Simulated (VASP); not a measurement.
# Ba (Pm-3m) in VASP: notebook

Ba is run at these levels: PBEsol; tasks: single point, relaxation of cell and atoms.

All numbers are computed with VASP 6.6.1; they aren't measurements. Logs are shortened: lines on timing, memory, paths and dates and some standing lists are left out, and cuts for length are marked.

### Step 1. The cell of the first run

The structure is cubic, space group Pm-3m (No. 221). The conventional cell has a = 3.907 Å, b = 3.907 Å, c = 3.907 Å, α = 90.00°, β = 90.00°, γ = 90.00°. Ba (site symmetry m-3m) has 6 Ba at 3.91 Å within 5.1 Å.

This isn't the form of Ba at room conditions, which is bcc.

### Step 2. Single point, PBEsol (59.64 Å³/atom)

The input, INCAR:

```
SYSTEM = Ba
  PREC = Accurate
  ENCUT = 520
  EDIFF = 1E-6
  ISMEAR = -1
  SIGMA = 0.1
  LREAL = .False.
  LASPH = .True.
  NELM = 100
  ALGO = Normal
  ISIF = 2
  LWAVE = .False.
  LCHARG = .False.
  GGA = PS
  NBANDS = 11
```

The input, KPOINTS:

```
Automatic mesh
0
Gamma
  9 9 9
  0 0 0
```

The input, POSCAR:

```
Ba
1.0
    3.9070207713      0.0000000000      0.0000000000
    0.0000000000      3.9070207713      0.0000000000
    0.0000000000      0.0000000000      3.9070207713
Ba
1
Direct
    0.0000000000      0.0000000000      0.0000000000
```

Potentials or basis: VASP PAW PBE potentials, release 64 (Ba_sv).

Started as:

```bash
$ cat potpaw_PBE.64/Ba_sv/POTCAR > POTCAR
$ mpirun -np 1 vasp_std > vasp.out
```

OUTCAR:

```text
SYSTEM = Ba
   PREC = Accurate
   ENCUT = 520
   EDIFF = 1E-6
   ISMEAR = -1
   LREAL = .False.
   LASPH = .True.
   NELM = 100
   ISIF = 2
   GGA = PS

 ion  position               nearest neighbor table
   1  0.000  0.000  0.000-

  LATTYP: Found a simple cubic cell.
 ALAT       =     3.9070207713

  Lattice vectors:

 A1 = (   3.9070207713,   0.0000000000,   0.0000000000)
 A2 = (   0.0000000000,   3.9070207713,   0.0000000000)
 A3 = (   0.0000000000,   0.0000000000,   3.9070207713)

Analysis of symmetry for initial positions (statically):
=====================================================================
 Subroutine PRICEL returns:
 Original cell was already a primitive cell.

 Routine SETGRP: Setting up the symmetry group for a
 simple cubic supercell.

 Subroutine GETGRP returns: Found 48 space group operations
 (whereof 48 operations were pure point group operations)
 out of a pool of 48 trial point group operations.

The static configuration has the point symmetry O_h .

Analysis of symmetry for dynamics (positions and initial velocities):
=====================================================================
 Subroutine PRICEL returns:
 Original cell was already a primitive cell.

 Routine SETGRP: Setting up the symmetry group for a
 simple cubic supercell.

 Subroutine GETGRP returns: Found 48 space group operations
 (whereof 48 operations were pure point group operations)
 out of a pool of 48 trial point group operations.

The dynamic configuration has the point symmetry O_h .

 Subroutine INISYM returns: Found 48 space group operations
 (whereof 48 operations are pure point group operations),
 and found     1 'primitive' translations

----------------------------------------------------------------------------------------

                                     Primitive cell

  volume of cell :      59.6399

  direct lattice vectors                    reciprocal lattice vectors
     3.907020771  0.000000000  0.000000000     0.255949497  0.000000000  0.000000000
     0.000000000  3.907020771  0.000000000     0.000000000  0.255949497  0.000000000
     0.000000000  0.000000000  3.907020771     0.000000000  0.000000000  0.255949497

  length of vectors
     3.907020771  3.907020771  3.907020771     0.255949497  0.255949497  0.255949497

  position of ions in fractional coordinates (direct lattice)
     0.000000000  0.000000000  0.000000000

  ion indices of the primitive-cell ions
   primitive index   ion index
                 1           1

----------------------------------------------------------------------------------------

 KPOINTS: Automatic mesh

Automatic generation of k-mesh.
 Grid dimensions read from file:
 generate k-points for:    9    9    9

 Generating k-lattice:

  Cartesian coordinates                     Fractional coordinates (reciprocal lattice)
     0.028438833  0.000000000  0.000000000     0.111111111  0.000000000  0.000000000
     0.000000000  0.028438833  0.000000000     0.000000000  0.111111111  0.000000000
     0.000000000  0.000000000  0.028438833     0.000000000  0.000000000  0.111111111

  Length of vectors
     0.028438833  0.028438833  0.028438833

  Shift w.r.t. Gamma in fractional coordinates (k-lattice)
     0.000000000  0.000000000  0.000000000

 Subroutine IBZKPT returns following result:
 ===========================================

 Found     35 irreducible k-points:

 Following reciprocal coordinates:
            Coordinates               Weight
  0.000000  0.000000  0.000000      1.000000
  0.111111  0.000000  0.000000      6.000000
  0.222222  0.000000  0.000000      6.000000
  0.333333  0.000000  0.000000      6.000000
  0.444444  0.000000  0.000000      6.000000
  0.111111  0.111111  0.000000     12.000000
[... 16 lines left out ...]
  0.333333  0.333333  0.111111     24.000000
  0.444444  0.333333  0.111111     48.000000
 [... further k-points ...]
   k-points           NKPTS =     35   k-points in BZ     NKDIM =     35   number of bands    NBANDS=     11
   number of dos      NEDOS =    301   number of ions     NIONS =      1
   total plane-waves  NPLWV =  27000
   dimension x,y,z NGX =    30 NGY =   30 NGZ =   30
   dimension x,y,z NGXF=    60 NGYF=   60 NGZF=   60
   ions per type =               1
   NGX,Y,Z   is equivalent  to a cutoff of  12.77, 12.77, 12.77 a.u.
   NGXF,Y,Z  is equivalent  to a cutoff of  25.53, 25.53, 25.53 a.u.
 SYSTEM =  Ba
   PREC   = accura    normal or accurate (medium, high low for compatibility)
   ISTART =      0    job   : 0-new  1-cont  2-samecut
   ICHARG =      2    charge: 1-file 2-atom 10-const
   ISPIN  =      1    spin polarized calculation?
   LNONCOLLINEAR =      F non collinear calculations
   LSORBIT =      F    spin-orbit coupling
   LASPH  =      T    aspherical Exc in radial PAW
   ENCUT  =  520.0 eV  38.22 Ry    6.18 a.u.   7.26  7.26  7.26*2*pi/ulx,y,z
   NELM   =    100;   NELMIN=  2; NELMDL= -5     # of ELM steps
   EDIFF  = 0.1E-05   stopping-criterion for ELM
   LREAL  =      F    real-space projection
   EDIFFG = 0.1E-04   stopping-criterion for IOM
   NSW    =      0    number of steps for IOM
   IBRION =     -1    ionic relax: 0-MD 1-quasi-New 2-CG
   NFREE  =      0    steps in history (QN), initial steepest desc. (CG)
   ISIF   =      2    stress and relaxation
   ISYM   =      2    0-nonsym 1-usesym 2-fastsym
   POTIM  = 0.5000    time-step for ionic-motion
   TEBEG  =    0.0;   TEEND  =   0.0 temperature during run
   PSTRESS=    0.0 pullay stress
   NELECT =      10.0000    total number of electrons
   NUPDOWN=      -1.0000    fix difference up-down
   EMIN   =  10.00;   EMAX   =-10.00  energy-range for DOS
   EFERMI =   0.00;   METHOD = LEGACY
   ISMEAR =    -1;   SIGMA  =   0.10  broadening in eV -4-tet -1-fermi 0-gaus
   EFERMI_NEDOS =   21; number of points for ismear=-14 and -15
   IALGO  =     38    algorithm
   IMIX   =      4    mixing-type and parameters
     AMIX     =   0.40;   BMIX     =  1.00
     AMIX_MAG =   1.60;   BMIX_MAG =  1.00
  volume/ion in A,a.u.               =      59.64       402.47
  Fermi-wavevector in a.u.,A,eV,Ry     =   0.902739  1.705930 11.087913  0.814939
  Thomas-Fermi vector in A             =   2.025980
   LORBIT       =      0    0 simple, 1 ext, 2 COOP (PROOUT), +10 PAW based schemes
   GGA     = PS    functional components
   LHFCALC =     F    Hartree Fock is set to
   AEXX    =    0.0000 exact exchange contribution
   IVDW    =     0    specifies the selected vdW correction
   LEPSILON=     F    determine dielectric tensor
   LRPA    =     F    only Hartree local field effects (RPA)
 non-spin polarized calculation
  energy-cutoff  :      520.00
  volume of cell :       59.64
 maximum number of plane-waves:      1623
 NGX is ok and might be reduce to    30
   NGX = 15   NGY = 15   NGZ = 15

 number of electron      10.0000002 magnetization

 Free energy of the ion-electron system (eV)
  ---------------------------------------------------
  ext. energy  EPLUGINS =         0.00000000
  ---------------------------------------------------
  free energy    TOTEN  =        -1.85937325 eV

  energy without entropy =       -1.82217887  energy(sigma->0) =       -1.84077606

 E-fermi :   1.6411     XC(G=0):  -7.6697

 val. band max:        1.6362331259   @ k =   0.0000   0.0000   0.0000
 cond. band min:       1.6768771108   @ k =   0.4444   0.4444   0.4444
 fundamental gap:      0.0406439850
 Fermi energy:         1.6410751441

 k-point     1 :       0.0000    0.0000    0.0000
  band No.  band energies     occupation
      1     -27.4294      2.00000
      2     -12.2144      2.00000
      3     -12.2144      2.00000
      4     -12.2144      2.00000
      5      -0.9647      2.00000
      6       1.6362      1.02421
      7       1.6362      1.02421
      8       6.7054      0.00000
      9       6.7054      0.00000
     10       6.7054      0.00000
     11       9.4176      0.00000

 k-point     2 :       0.1111    0.0000    0.0000
  band No.  band energies     occupation
      1     -27.4216      2.00000
      2     -12.3158      2.00000
      3     -12.2058      2.00000
      4     -12.2058      2.00000
      5      -0.7744      2.00000
      6       1.6952      0.73564
      7       1.8398      0.24120
      8       6.2236      0.00000
      9       6.2236      0.00000
     10       6.7357      0.00000
     11       8.6592      0.00000

 k-point     3 :       0.2222    0.0000    0.0000
  band No.  band energies     occupation
      1     -27.4016      2.00000
      2     -12.5608      2.00000
      3     -12.1838      2.00000
      4     -12.1838      2.00000
      5      -0.2916      2.00000
      6       1.8546      0.21151
      7       2.3466      0.00172
      8       5.4038      0.00000
      9       5.4038      0.00000
     10       6.8148      0.00000
     11       7.6590      0.00000

 k-point     4 :       0.3333    0.0000    0.0000
  band No.  band energies     occupation
      1     -27.3787      2.00000
      2     -12.8212      2.00000
      3     -12.1586      2.00000
      4     -12.1586      2.00000
      5       0.3149      2.00000
      6       2.0569      0.03079
      7       2.7110      0.00005
      8       4.7429      0.00000
      9       4.7429      0.00000
     10       6.9088      0.00000
     11       7.4807      0.00000
[... 239 lines left out ...]
 k-point    22 :       0.4444    0.2222    0.1111
  band No.  band energies     occupation
      1     -27.3292      2.00000
      2     -12.9226      2.00000
      3     -12.4591      2.00000
      4     -12.2064      2.00000
      5       1.4581      1.72352
      6       2.0341      0.03851
      7       3.1960      0.00000
      8       3.6141      0.00000
      9       5.4193      0.00000
     10       5.5703      0.00000
     11       8.6159      0.00000

 k-point    23 :       0.3333    0.3333    0.1111
  band No.  band energies     occupation
      1     -27.3217      2.00000
      2     -12.7386      2.00000
      3     -12.7197      2.00000
      4     -12.1980      2.00000
      5       1.1422      1.98646
      6       2.2333      0.00534
      7       3.7694      0.00000
      8       3.9562      0.00000
      9       5.0757      0.00000
     10       5.1347      0.00000
     11       8.7474      0.00000

 k-point    24 :       0.4444    0.3333    0.1111
  band No.  band energies     occupation
      1     -27.3070      2.00000
      2     -12.8838      2.00000
      3     -12.7051      2.00000
      4     -12.1811      2.00000
      5       1.0637      1.99380
      6       2.3382      0.00188
      7       3.6770      0.00000
      8       3.9336      0.00000
      9       5.2218      0.00000
     10       5.8869      0.00000
     11       8.5413      0.00000

 [... further k-points ...]

------------------------ aborting loop because EDIFF is reached ----------------------------------------

  FORCE on cell =-STRESS in cart. coord.  units (eV):
  Direction    XX          YY          ZZ          XY          YZ          ZX
  --------------------------------------------------------------------------------------
  -------------------------------------------------------------------------------------
  Total       -0.1296713     -0.1296713     -0.1296713     -0.0000000      0.0000000     -0.0000000
  in kB       -3.4835123     -3.4835123     -3.4835123     -0.0000000      0.0000000     -0.0000000
  external PRESSURE =      -3.4835123 kB  Pullay stress =       0.0000000 kB

 VOLUME and BASIS-vectors are now :
 -----------------------------------------------------------------------------
  energy-cutoff  :      520.00
  volume of cell :       59.64
      direct lattice vectors                 reciprocal lattice vectors
     3.907020771  0.000000000  0.000000000     0.255949497  0.000000000  0.000000000
     0.000000000  3.907020771  0.000000000     0.000000000  0.255949497  0.000000000
     0.000000000  0.000000000  3.907020771     0.000000000  0.000000000  0.255949497

 POSITION                                       TOTAL-FORCE (eV/Angst)
 -----------------------------------------------------------------------------------
      0.00000      0.00000      0.00000         0.000000      0.000000      0.000000
 -----------------------------------------------------------------------------------
    total drift:                                0.000000      0.000000     -0.000000

  FREE ENERGIE OF THE ION-ELECTRON SYSTEM (eV)
  ---------------------------------------------------
  free  energy   TOTEN  =        -1.8593732514 eV

  energy  without entropy=       -1.8221788741  energy(sigma->0) =       -1.84077606
```

Run time: 6.6 s. Hardware: 1 thread of Intel Xeon 6975P-C (Granite Rapids), shared host; peak memory 0.17 GiB.

Results:

| Item | Value |
| --- | --- |
| Free energy | -1.8594 eV |
| Pressure | -0.3 GPa |

Caveat: the PAW data sets were made with another functional, which shifts forces and pressure a little; spin-orbit coupling is left out, which moves the levels of the heavy elements.

### Step 3. Single point, PBEsol (61.85 Å³/atom)

This run uses another cell than the first one, of 61.85 Å³/atom.

The input, INCAR:

```
PREC = Accurate
ENCUT = 520
EDIFF = 1E-7
ISMEAR = -1
SIGMA = 0.1
LREAL = F
LASPH = T
NELM = 60
ALGO = Normal
ISIF = 2
LWAVE = F
LCHARG = F
GGA = PS
NBANDS = 11
```

The input, KPOINTS:

```
regular mesh
0
Gamma
  9 9 9
```

The input, POSCAR:

```
Ba
1.0
    3.9546720623      0.0000000000      0.0000000000
    0.0000000000      3.9546720623      0.0000000000
    0.0000000000      0.0000000000      3.9546720623
Ba
1
Direct
    0.0000000000      0.0000000000      0.0000000000
```

Potentials or basis: VASP PAW PBE potentials, release 64 (Ba_sv).

Started as:

```bash
$ cat potpaw_PBE.64/Ba_sv/POTCAR > POTCAR
$ mpirun -np 1 vasp_std > vasp.out
```

It took 9.8 s on 1 thread of Intel Xeon 6975P-C (Granite Rapids), shared host; peak memory 0.17 GiB.

The run converged. Its results:

```
Free energy : -1.8531 eV
Pressure    : -0.6 GPa
```

Levels at points of the mesh, in eV from the Fermi level:
| k point | band 2 | band 3 | band 4 | band 5 | band 6 | band 7 | band 8 | band 9 |
| --- | --- | --- | --- | --- | --- | --- | --- | --- |
| (0.00, 0.00, 0.00) | -13.93 | -13.93 | -13.93 | -2.60 | 0.01 | 0.01 | 4.88 | 4.88 |

Caveat: the PAW data sets were made with another functional, which shifts forces and pressure a little; spin-orbit coupling is left out, which moves the levels of the heavy elements.

### Step 4. Single point, PBEsol

This run uses another cell than the first one, of 55.22 Å³/atom.

The input, INCAR:

```
SYSTEM = Ba
PREC = Accurate
ENCUT = 520
EDIFF = 1E-7
ISMEAR = -1
SIGMA = 0.1
LREAL = .FALSE.
LASPH = .TRUE.
NELM = 60
ALGO = Normal
ISIF = 2
LWAVE = .FALSE.
LCHARG = .FALSE.
GGA = PS
NBANDS = 11
```

The input, KPOINTS:

```
regular mesh
0
G
  14 14 14
  0 0 0
```

The input, POSCAR:

```
Ba
1.0
    3.8080660129      0.0000000000      0.0000000000
    0.0000000000      3.8080660129      0.0000000000
    0.0000000000      0.0000000000      3.8080660129
Ba
1
Direct
    0.0000000000      0.0000000000      0.0000000000
```

Started as:

```bash
$ cat potpaw_PBE.64/Ba_sv/POTCAR > POTCAR
$ mpirun -np 1 vasp_std > vasp.out
```

Wall time 18 s (1 thread of Intel Xeon 6975P-C (Granite Rapids), shared host); peak memory 0.2 GiB.

The run converged. Its results:

| Quantity | Value |
| --- | --- |
| Free energy | -1.8611 eV |
| Pressure | 0.3 GPa |
| Band gap on the k mesh | zero (bands 5 and 6 overlap by 0.35 eV) |

Levels at points of the mesh, in eV from the Fermi level:
```csv
k point,band 3,band 4,band 5,band 6,band 7,band 8
"(0.00, 0.00, 0.00)",-13.69,-13.69,-2.61,-0.06,-0.06,5.46
"(0.50, 0.00, 0.00)",-13.60,-13.60,-0.63,0.58,1.08,2.85
"(0.50, 0.50, 0.00)",-14.52,-13.51,-1.19,0.79,3.42,3.42
"(0.50, 0.50, 0.50)",-14.39,-14.39,-0.14,-0.14,-0.14,4.08
```

Caveat: the PAW data sets were made with another functional, which shifts forces and pressure a little; spin-orbit coupling is left out, which moves the levels of the heavy elements.

[end of part 1 of 2]
